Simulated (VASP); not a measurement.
A run of VASP 6.6.1 is set up as follows.

Contents of INCAR:

```
PREC = Accurate
ENCUT = 520
EDIFF = 1E-6
ISMEAR = 0
SIGMA = 0.15
LREAL = F
LASPH = T
NELM = 80
ALGO = Normal
ISIF = 2
LWAVE = F
LCHARG = T
GGA = PE
LELF = T
LVHAR = T
NBANDS = 24
```

File KPOINTS:

```
Automatic mesh
0
Gamma
  14 14 14
```

Contents of POSCAR:

```
TaF3
1.0
    3.4080121090      0.0000000000      0.0000000000
    0.0000000000      3.4080121090      0.0000000000
    0.0000000000      0.0000000000      5.1120181635
Ta F
1 3
Direct
    0.0000000000      0.0000000000      0.0000000000
    0.5000000000      0.0000000000      0.0000000000
    0.0000000000      0.5000000000      0.0000000000
    0.0000000000      0.0000000000      0.5000000000
```

Potentials or basis: VASP PAW PBE potentials, release 64 (Ta_pv, F).

The run is started by

```sh
$ cat potpaw_PBE.64/Ta_pv/POTCAR potpaw_PBE.64/F/POTCAR > POTCAR
$ mpirun -np 1 vasp_std > vasp.out
```

Task: Predict the pressure.

Result: 81.3 GPa.

Task: Predict the band gap on the k mesh.

Result: Zero (bands 16 and 17 overlap by 4.09 eV).

Stress tensor (GPa, compression positive):
```
132.71   0.00   0.00
  0.00 132.71   0.00
  0.00   0.00 -21.62
```

Caveat: the stress differs along the axes, from -22 to 133 GPa; spin-orbit coupling is left out, which moves the levels of the heavy elements.
